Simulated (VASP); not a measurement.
# GaN (P1) in VASP: single point with r2SCAN

Aim: the single point of GaN with r2SCAN.

Everything below comes from runs of VASP 6.6.1. Logs are shortened: lines on timing, memory, paths and dates and some standing lists are left out, and cuts for length are marked.

### Step 1. The cell of the first run

The typed cell holds 16 atoms: a = 6.361 Å, b = 6.361 Å, c = 6.361 Å, α = 60.00°, β = 60.00°, γ = 60.00°.

### Step 2. Single point, r2SCAN

File POSCAR:

```
GaN
1.0
    0.0000000000      4.4979050831      4.4979050831
    4.4979050831      0.0000000000      4.4979050831
    4.4979050831      4.4979050831      0.0000000000
Ga N
8 8
Direct
    0.0200262118     -0.0015731768     -0.0052664517
   -0.0073791019      0.0233432005      0.4829800674
    0.0007925912      0.5228347323     -0.0094568470
   -0.0158154738      0.5012574651      0.5179612413
    0.4967013440      0.0008620680      0.0034510510
    0.5211033707     -0.0205563475      0.4846641847
    0.4935104141      0.5010730459      0.0057953646
    0.4896761846      0.4738950602      0.5194475999
    0.1344634866      0.1444790381      0.1054355286
    0.1355643324      0.1243686760      0.6174066479
    0.1182950707      0.6322012020      0.1337309234
    0.1221437513      0.6404932845      0.6244366984
    0.6408186582      0.1208928357      0.1137521781
    0.6218906243      0.1034621655      0.6344102304
    0.6139082415      0.6301066714      0.1351142340
    0.6198069876      0.5983416613      0.6378235972
```

File INCAR.step1:

```
PREC = Accurate
ENCUT = 520
ISMEAR = -1
SIGMA = 0.069
LREAL = Auto
LASPH = T
NELM = 80
NBANDS = 86
GGA = PE
ALGO = Normal
EDIFF = 1E-4
LWAVE = T
LCHARG = F
```

File INCAR.step2:

```
PREC = Accurate
ENCUT = 520
EDIFF = 1E-6
ISMEAR = -1
SIGMA = 0.069
LREAL = Auto
LASPH = T
NELM = 80
ALGO = Normal
ISIF = 2
LWAVE = F
LCHARG = F
METAGGA = R2SCAN
LMIXTAU = T
NBANDS = 86
ISTART = 1
```

File KPOINTS:

```
regular mesh
0
Gamma
  4 4 4
```

Potentials or basis: VASP PAW PBE potentials, release 64 (Ga_d, N).

Run with:

```sh
cat potpaw_PBE.64/Ga_d/POTCAR potpaw_PBE.64/N/POTCAR > POTCAR
cp INCAR.step1 INCAR
mpirun -np 1 vasp_std > vasp.out
cp INCAR.step2 INCAR
mpirun -np 1 vasp_std > vasp.out
```

OUTCAR:

```text
PREC = Accurate
   ENCUT = 520
   EDIFF = 1E-6
   ISMEAR = -1
   LREAL = Auto
   LASPH = T
   NELM = 80
   ISIF = 2
   METAGGA = R2SCAN
   ISTART = 1

 ion  position               nearest neighbor table
   1  0.020  0.998  0.995-  11 1.91   9 1.93  10 1.96  13 1.97
   2  0.993  0.023  0.483-  14 1.94   9 1.96  10 1.97  12 1.99
   3  0.001  0.523  0.991-  12 1.90  11 1.93   9 1.97  15 2.01
   4  0.984  0.501  0.518-  16 1.90  10 1.96  12 2.00  11 2.00
   5  0.497  0.001  0.003-   9 1.89  14 1.92  15 1.93  13 1.95
   6  0.521  0.979  0.485-  13 1.93  14 1.95  16 1.99  10 2.01
[... 8 lines left out ...]
  15  0.614  0.630  0.135-   5 1.93   7 1.97   8 2.00   3 2.01
  16  0.620  0.598  0.638-   4 1.90   7 1.92   8 1.94   6 1.99

  LATTYP: Found a face centered cubic cell.
 ALAT       =     8.9958101662

  Lattice vectors:

 A1 = (   0.0000000000,   4.4979050831,   4.4979050831)
 A2 = (   4.4979050831,   0.0000000000,   4.4979050831)
 A3 = (   4.4979050831,   4.4979050831,   0.0000000000)

Analysis of symmetry for initial positions (statically):
=====================================================================
 Subroutine PRICEL returns:
 Original cell was already a primitive cell.

 Routine SETGRP: Setting up the symmetry group for a
 face centered cubic supercell.

 Subroutine GETGRP returns: Found  1 space group operations
 (whereof  1 operations were pure point group operations)
 out of a pool of 48 trial point group operations.

The static configuration has the point symmetry C_1 .

Analysis of symmetry for dynamics (positions and initial velocities):
=====================================================================
 Subroutine PRICEL returns:
 Original cell was already a primitive cell.

 Routine SETGRP: Setting up the symmetry group for a
 face centered cubic supercell.

 Subroutine GETGRP returns: Found  1 space group operations
 (whereof  1 operations were pure point group operations)
 out of a pool of 48 trial point group operations.

The dynamic configuration has the point symmetry C_1 .

 Subroutine INISYM returns: Found  1 space group operations
 (whereof  1 operations are pure point group operations),
 and found     1 'primitive' translations

----------------------------------------------------------------------------------------

[... 122 lines left out ...]
   EDIFFG = 0.1E-04   stopping-criterion for IOM
   NSW    =      0    number of steps for IOM
   IBRION =     -1    ionic relax: 0-MD 1-quasi-New 2-CG
   NFREE  =      0    steps in history (QN), initial steepest desc. (CG)
   ISIF   =      2    stress and relaxation
   ISYM   =      2    0-nonsym 1-usesym 2-fastsym
   POTIM  = 0.5000    time-step for ionic-motion
   TEBEG  =    0.0;   TEEND  =   0.0 temperature during run
   PSTRESS=    0.0 pullay stress
   NELECT =     144.0000    total number of electrons
   NUPDOWN=      -1.0000    fix difference up-down
   EMIN   =  10.00;   EMAX   =-10.00  energy-range for DOS
   EFERMI =   0.00;   METHOD = LEGACY
   ISMEAR =    -1;   SIGMA  =   0.07  broadening in eV -4-tet -1-fermi 0-gaus
   EFERMI_NEDOS =   21; number of points for ismear=-14 and -15
   IALGO  =     38    algorithm
   IMIX   =      4    mixing-type and parameters
     AMIX     =   0.40;   BMIX     =  1.00
     AMIX_MAG =   1.60;   BMIX_MAG =  1.00
  volume/ion in A,a.u.               =      11.37        76.76
  Fermi-wavevector in a.u.,A,eV,Ry     =   1.514173  2.861371 31.194330  2.292719
  Thomas-Fermi vector in A             =   2.623866
   LORBIT       =      0    0 simple, 1 ext, 2 COOP (PROOUT), +10 PAW based schemes
   METAGGA = R2SCAN    functional components
   LHFCALC =     F    Hartree Fock is set to
   AEXX    =    0.0000 exact exchange contribution
   IVDW    =     0    specifies the selected vdW correction
   LEPSILON=     F    determine dielectric tensor
   LRPA    =     F    only Hartree local field effects (RPA)
 non-spin polarized calculation
  energy-cutoff  :      520.00
  volume of cell :      182.00
 maximum number of plane-waves:      4916
   NGX = 23   NGY = 23   NGZ = 23

 number of electron     144.0000006 magnetization

 Free energy of the ion-electron system (eV)
  ---------------------------------------------------
  ext. energy  EPLUGINS =         0.00000000
  ---------------------------------------------------
  free energy    TOTEN  =      -174.53922482 eV

  energy without entropy =     -174.53922478  energy(sigma->0) =     -174.53922480

 E-fermi :   6.1873     XC(G=0): -12.6764

 val. band max:        5.1034778783   @ k =   0.0000   0.0000   0.0000
 cond. band min:       7.1683489188   @ k =   0.0000   0.0000   0.0000
 fundamental gap:      2.0648710405
 Fermi energy:         6.1872549966

 k-point     1 :       0.0000    0.0000    0.0000
  band No.  band energies     occupation
      1     -11.7401      2.00000
      2     -10.8951      2.00000
      3     -10.8558      2.00000
      4     -10.6675      2.00000
      5     -10.6256      2.00000
      6     -10.4933      2.00000
[... 2077 lines left out ...]
     83      13.1809      0.00000
     84      13.4433      0.00000

 [... further k-points ...]

 [bands above 84 left out]

------------------------ aborting loop because EDIFF is reached ----------------------------------------

  FORCE on cell =-STRESS in cart. coord.  units (eV):
  Direction    XX          YY          ZZ          XY          YZ          ZX
  --------------------------------------------------------------------------------------
  -------------------------------------------------------------------------------------
  Total        1.3296621      1.7203288      0.5090979     -0.1701654      0.2331892     -0.6079883
  in kB       11.7055286     15.1447176      4.4817849     -1.4980314      2.0528547     -5.3523557
  external PRESSURE =      10.4440104 kB  Pullay stress =       0.0000000 kB

 VOLUME and BASIS-vectors are now :
 -----------------------------------------------------------------------------
  energy-cutoff  :      520.00
  volume of cell :      182.00
      direct lattice vectors                 reciprocal lattice vectors
     0.000000000  4.497905083  4.497905083    -0.111162862  0.111162862  0.111162862
     4.497905083  0.000000000  4.497905083     0.111162862 -0.111162862  0.111162862
     4.497905083  4.497905083  0.000000000     0.111162862  0.111162862 -0.111162862

 POSITION                                       TOTAL-FORCE (eV/Angst)
 -----------------------------------------------------------------------------------
      8.96505      4.56429      4.58091         0.101588     -1.095362      0.003910
      2.27739      6.63711      4.56971        -0.222870      1.197608     -0.000137
      6.80703      4.45893      2.35523         0.508974     -0.178955     -1.108346
      4.58435      6.75651      6.68138        -0.982407      0.611384      0.830987
      0.01940      2.24964      2.23799        -0.346598      0.858288      0.238809
      6.58542      4.52385      6.74932         0.846967     -0.471354     -0.791802
[... 8 lines left out ...]
      3.44189      3.36903      5.59546        -0.719100      0.566959     -0.247353
      5.56015      5.65670      5.47912         0.568756     -0.518453      0.826008
 -----------------------------------------------------------------------------------
    total drift:                                0.050287      0.023407     -0.023178

  FREE ENERGIE OF THE ION-ELECTRON SYSTEM (eV)
  ---------------------------------------------------
  free  energy   TOTEN  =      -174.5392248239 eV

  energy  without entropy=     -174.5392247761  energy(sigma->0) =     -174.53922480
```

OSZICAR.step1:

```text
N       E                     dE             d eps       ncg     rms          rms(c)
DAV:   1     0.209195727907E+04    0.20920E+04   -0.59346E+04  6922   0.314E+03
DAV:   2     0.430737876422E+03   -0.16612E+04   -0.15733E+04  6200   0.880E+02
DAV:   3    -0.545660567544E+02   -0.48530E+03   -0.45673E+03  7688   0.288E+02
DAV:   4    -0.108204921901E+03   -0.53639E+02   -0.52534E+02  7074   0.997E+01
DAV:   5    -0.112522862552E+03   -0.43179E+01   -0.42919E+01  8936   0.295E+01    0.218E+01
DAV:   6    -0.956996170001E+02    0.16823E+02   -0.57885E+01 11000   0.605E+01    0.592E+00
DAV:   7    -0.965932460633E+02   -0.89363E+00   -0.11254E+01  7006   0.150E+01    0.541E+00
DAV:   8    -0.965705113686E+02    0.22735E-01   -0.14330E+00  8700   0.207E+01    0.157E+00
DAV:   9    -0.965104297003E+02    0.60082E-01   -0.31463E-01  8912   0.918E+00    0.803E-01
DAV:  10    -0.965113592821E+02   -0.92958E-03   -0.11534E-01  8478   0.232E+00    0.284E-01
DAV:  11    -0.965129346070E+02   -0.15753E-02   -0.16616E-02  7588   0.168E+00    0.971E-02
DAV:  12    -0.965132498359E+02   -0.31523E-03   -0.40752E-03  8432   0.109E+00    0.640E-02
DAV:  13    -0.965134941008E+02   -0.24426E-03   -0.26450E-03  6840   0.392E-01    0.541E-02
DAV:  14    -0.965135194046E+02   -0.25304E-04   -0.29553E-04  5072   0.278E-01
   1 F= -.96513519E+02 E0= -.96513519E+02  d E =-.697917E-06
```

It took 2.2 h on 1 thread of Oxide Virtual Turin-like, shared host; peak memory 0.52 GiB.

What came out:

```
Free energy            : -174.5392 eV
Pressure               : 1.0 GPa
Largest force          : 1.449 eV/Å
Band gap on the k mesh : 2.06 eV
```

Forces in eV/Å, atoms in the order of the input:
```
Ga   0.102 -1.095  0.004
Ga  -0.223  1.198  0.000
Ga   0.509 -0.179 -1.108
Ga  -0.982  0.611  0.831
Ga  -0.347  0.858  0.239
Ga   0.847 -0.471 -0.792
Ga   0.191  0.829 -0.150
Ga  -0.164 -0.900  1.124
N    0.879 -0.158 -0.851
N   -0.117 -0.096  0.057
N   -0.129  0.535 -0.160
N   -0.440 -0.813 -0.478
N    0.420  0.063 -0.066
N   -0.395 -0.429  0.772
N   -0.719  0.567 -0.247
N    0.569 -0.518  0.826
```

Stress tensor (GPa, compression positive):
```
 1.17 -0.15 -0.54
-0.15  1.51  0.21
-0.54  0.21  0.45
```

Caveat: the atoms stand as in a frame of molecular dynamics; the structure was generated, so it needn't be the stable form of GaN; the PAW data sets were made with another functional, which shifts forces and pressure a little.
